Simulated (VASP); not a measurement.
Write the native input for VASP 6.6.1 that does the following.

- Task: single point
- Functional: PBEsol
- Potentials or basis: VASP PAW PBE potentials, release 64 (Sn_d)
- Cutoff: 520 eV
- k mesh: 12 × 12 × 12
- Occupations: fermi-dirac, width 0.15 eV
- Spin: no spin polarisation
- Dipole correction: no
- Further INCAR settings: ALGO = Normal; EDIFF = 1e-07; NBANDS = 21

The structure of Sn lies in POSCAR:

```
Sn
1.0
    0.0000000000      3.2495286389      3.2495286389
    3.2495286389      0.0000000000      3.2495286389
    3.2495286389      3.2495286389      0.0000000000
Sn
2
Direct
    0.5000000000      0.5000000000      0.5000000000
    0.7500000000      0.7500000000      0.7500000000
```

This isn't the form of Sn at room conditions, which is tetragonal (white tin).

One way to write it, as run:

INCAR

```
SYSTEM = Sn
PREC = Accurate
ENCUT = 520
EDIFF = 1E-7
ISMEAR = -1
SIGMA = 0.15
LREAL = .False.
LASPH = .True.
NELM = 80
ALGO = Normal
ISIF = 2
LWAVE = .False.
LCHARG = .False.
GGA = PS
NBANDS = 21
```

KPOINTS

```
regular mesh
0
Gamma
  12 12 12
  0 0 0
```

Potentials or basis: VASP PAW PBE potentials, release 64 (Sn_d).

Launch:

```bash
$ cat potpaw_PBE.64/Sn_d/POTCAR > POTCAR
$ mpirun -np 1 vasp_std > vasp.out
```

Results of the run:

```
Pressure               : 0.8 GPa
Band gap on the k mesh : zero (bands 14 and 15 overlap by 0.16 eV)
```

Caveat: the PAW data sets were made with another functional, which shifts forces and pressure a little; spin-orbit coupling is left out, which moves the levels of the heavy elements.

Wall time 53 s on 1 thread of Intel(R) Xeon(R) 6975P-C (Granite Rapids), with other jobs on the host, peak memory 0.24 GiB.
